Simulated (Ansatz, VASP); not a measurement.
## One calculation of Mn, two programs

The input INCAR:

```
SYSTEM = Mn
PREC = Accurate
ENCUT = 520
EDIFF = 1E-6
ISMEAR = -1
SIGMA = 0.05
LREAL = .False.
LASPH = .True.
NELM = 150
ALGO = Normal
ISIF = 2
LWAVE = .False.
LCHARG = .True.
ISPIN = 2
MAGMOM = 1.918 -1.918
LORBIT = 11
LMAXMIX = 4
GGA = PS
LELF = .True.
LVHAR = .True.
NBANDS = 24
```

Contents of KPOINTS:

```
regular mesh
0
Gamma
  13 13 13
  0 0 0
```

The input POSCAR:

```
Mn
1.0
    0.0000000000      2.3466370971      2.3466370971
    2.3466370971      0.0000000000      2.3466370971
    2.3466370971      2.3466370971      0.0000000000
Mn
2
Direct
    0.0000000000      0.0000000000      0.0000000000
    0.5000000000      0.5000000000      0.5000000000
```

Input for Ansatz:

```yaml
crystal:
  lattice:
    - [0.0, 2.3466370971, 2.3466370971]
    - [2.3466370971, 0.0, 2.3466370971]
    - [2.3466370971, 2.3466370971, 0.0]
  atoms:
    - { symbol: Mn, position: [0.0, 0.0, 0.0], spin: 1.918 }
    - { symbol: Mn, position: [0.5, 0.5, 0.5], spin: -1.918 }
hamiltonian:
  xc: pbesol
  pseudopotentials:
    kind: paw
    azcp:
      Mn: "pseudopotentials/Mn.paw.azcp"
basis:
  ecutwfc: 420
  fft_grid_basis: typed
kpoints:
  mp_grid: { grid: [13, 13, 13], shift: [0, 0, 0] }
magnetization:
  spin_polarized: true
scf:
  occupations: { method: fermi_dirac, width: 0.05 }
  lower_state_search: "off"
output:
  stress: true
```

Alike in both runs: task single point; functional PBEsol; k mesh 13 × 13 × 13; occupations fermi-dirac, width 0.05 eV; collinear spin.

|  | VASP | Ansatz |
| --- | --- | --- |
| version | VASP 6.6.1 | Ansatz 0.2.0 |
| potentials or method | VASP PAW PBE potentials, release 64 (Mn_pv), cutoff 520 eV | plane waves (420 eV) with PAW, scalar-relativistic |
| valence electrons in the cell | 26 | 30 |

|  | VASP | Ansatz | Ansatz less VASP |
| --- | --- | --- | --- |
| pressure (GPa) | -4.1 | -4.2 | -0.13 |
| net moment per atom (μB) | 0.00 | 0.00 | 0.000 |
| size of the moment on the site where the two differ most (μB) | 2.21 | 2.08 | -0.121 |

VASP's potentials were made for PBE, not for PBEsol, and Ansatz warns of the same on its side. Site moments also hang on the region over which each program counts them. With one functional, cell and mesh, what is left measures potentials, basis and numerics. VASP's potentials hold 26 valence electrons a cell and Ansatz's 30, so a difference there can come from the potentials and not from the codes.
